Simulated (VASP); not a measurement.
**SiB2: single point with PBE**

Crystal: SiB2.

```xyz
6
Lattice="2.9657 0.0000 0.0000 -1.4828 2.5683 0.0000 0.0000 0.0000 7.9941" Properties=species:S:1:pos:R:3 pbc="T T T"
Si    0.0000    0.0000    0.0000
Si    0.0000    0.0000    3.9971
B     0.0000    1.7122    1.9985
B     1.4828    0.8561    5.9956
B     0.0000    0.0000    1.9985
B     0.0000    0.0000    5.9956
```

The cell was generated, and may not be a known phase.

```yaml
Program: VASP 6.6.1
Task: single point
Functional: PBE
Potentials_or_basis: VASP PAW PBE potentials, release 64 (Si, B)
Cutoff: 520 eV
k_mesh: 6 × 6 × 2
Occupations: gaussian, width 0.1 eV
Spin: no spin polarisation
Dipole_correction: no
Further_INCAR_settings: ALGO = Normal; EDIFF = 1e-06; NBANDS = 19
```

```yaml
Pressure: 0.0 GPa
Band_gap_on_the_k_mesh: zero (bands 10 and 11 overlap by 3.02 eV)
```

Stress tensor (GPa, compression positive):
```
-0.01  0.00  0.00
 0.00 -0.01  0.00
 0.00  0.00  0.09
```

Levels at points of the mesh, in eV from the Fermi level:
```
           k point  band 8  band 9  band 10  band 11  band 12  band 13
(0.00, 0.00, 0.00)    0.80    0.80     2.30     5.34     7.32     7.32
(0.50, 0.00, 0.00)   -2.14   -1.71    -0.52    -0.35     0.71     4.07
(0.00, 0.00, 0.50)    0.69    0.69     0.69     7.11     7.11     7.11
(0.50, 0.00, 0.50)   -3.08   -1.94    -1.94     2.30     2.30     3.93
```

Wall time 7.2 s on 1 thread of Intel(R) Xeon(R) 6975P-C (Granite Rapids), with other jobs on the host, peak memory 0.17 GiB.

Caveat: the k points lie up to 0.41 Å⁻¹ apart, too coarse for converged energies and pressures of a metal.
